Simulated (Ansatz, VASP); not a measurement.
## Ca: VASP beside Ansatz

INCAR

```
ALGO = Normal ; EDIFF = 1E-6
ENCUT = 520 ; GGA = PE
ISIF = 2 ; ISMEAR = -1
LASPH = T ; LCHARG = F
LREAL = F ; LWAVE = F
NBANDS = 17 ; NELM = 80
PREC = Accurate ; SIGMA = 0.1
```

File KPOINTS:

```
k-points
0
Gamma
  9 9 9
```

Contents of POSCAR:

```
Ca
1.0
    1.7984818642     -1.0383539885      5.8730047825
    0.0000000000      2.0767079769      5.8730047825
   -1.7984818642     -1.0383539885      5.8730047825
Ca
2
Direct
    0.2500000000      0.2500000000      0.2500000000
   -0.2500000000     -0.2500000000     -0.2500000000
```

Input for Ansatz:

```yaml
crystal:
  lattice:
    - [1.7984818642, -1.0383539885, 5.8730047825]
    - [0.0, 2.0767079769, 5.8730047825]
    - [-1.7984818642, -1.0383539885, 5.8730047825]
  atoms:
    - { symbol: Ca, position: [0.25, 0.25, 0.25] }
    - { symbol: Ca, position: [-0.25, -0.25, -0.25] }
kpoints:
  mp_grid: { grid: [9, 9, 9] }
scf:
  occupations: { method: fermi_dirac, width: 0.1 }
hamiltonian:
  xc: pbe
  pseudopotentials: { kind: all_electron, lapw: { basis_error: 0.001 } }
output:
  forces: true
  stress: true
  eigenvalues: true
  populations: true
```

Change from the starting cell: volume scaled by 0.78, LAPW.

Alike in both runs: task single point; functional PBE; k mesh 9 × 9 × 9; occupations fermi-dirac, width 0.1 eV; no spin polarisation.

|  | VASP | Ansatz |
| --- | --- | --- |
| version | VASP 6.6.1 | Ansatz 0.2.0 |
| potentials or method | VASP PAW PBE potentials, release 64 (Ca_sv), cutoff 520 eV | all-electron LAPW, scalar-relativistic |

```tsv
	VASP	Ansatz	Ansatz less VASP
pressure (GPa)	6.4	6.4	-0.02
```

Ansatz ran all-electron here, and VASP with PAW potentials.
